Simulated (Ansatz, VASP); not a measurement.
Two plane-wave programs on CuI

Contents of INCAR:

```
ALGO     = Normal         # electronic algorithm
EDIFF    = 1E-7           # SCF threshold, eV
ENCUT    = 520            # plane-wave cutoff, eV
GGA      = PS             # functional
ISIF     = 2              # what is computed and relaxed
ISMEAR   = 0              # smearing method
LASPH    = True           # aspherical terms in the spheres
LCHARG   = False          # write CHGCAR
LREAL    = False          # projectors in reciprocal space
LWAVE    = False          # write WAVECAR
NBANDS   = 26             # bands
NELM     = 80             # most SCF steps
PREC     = Accurate       # precision mode
SIGMA    = 0.01           # smearing width, eV
```

KPOINTS

```
k-points
0
Gamma
  4 4 4
```

File POSCAR:

```
CuI
1.0
    4.0229000000      0.0000000000      0.0000000000
    0.0000000000      4.0229000000      0.0000000000
    0.0000000000      0.0000000000      5.6506000000
Cu I
2 2
Direct
    0.0000000000      0.0000000000      0.0000000000
    0.5000000000      0.5000000000      0.0000000000
    0.0000000000      0.5000000000      0.2913000000
    0.5000000000      0.0000000000      0.7087000000
```

Input for Ansatz:

```yaml
crystal:
  lattice:
    - [4.0229, 0.0, 0.0]
    - [0.0, 4.0229, 0.0]
    - [0.0, 0.0, 5.6506]
  atoms:
    - { symbol: Cu, position: [0.0, 0.0, 0.0] }
    - { symbol: Cu, position: [0.5, 0.5, 0.0] }
    - { symbol: I, position: [0.0, 0.5, 0.2913] }
    - { symbol: I, position: [0.5, 0.0, 0.7087] }
basis:
  ecutwfc: 557.833418042754
kpoints:
  mp_grid:
    grid: [4, 4, 4]
hamiltonian:
  xc: pbesol
scf:
  convergence:
    dr2_threshold: 1.0e-10
  occupations:
    method: fixed
output:
  stress: true
```

Alike in both runs: task single point; functional PBEsol; k mesh 4 × 4 × 4; no spin polarisation.

|  | VASP | Ansatz |
| --- | --- | --- |
| version | VASP 6.6.1 | Ansatz 0.2.0 |
| potentials or method | VASP PAW PBE potentials, release 64 (Cu, I), cutoff 520 eV | plane waves, PAW |
| occupations | gaussian, width 0.01 eV | fixed |
| valence electrons in the cell | 36 | 72 |

Ansatz gave:

- pressure (GPa): 2.7
- traceless stress, the component that is largest in VASP (GPa): 0.75

Question: Estimate VASP's values.

Answer: Pressure (GPa): 2.9; traceless stress, the component that is largest in VASP (GPa): 0.74.

VASP's potentials were made for PBE, not for PBEsol. VASP's potentials hold 36 valence electrons a cell and Ansatz's 72, so a difference there can come from the potentials and not from the codes.

Spin-orbit coupling is off throughout.
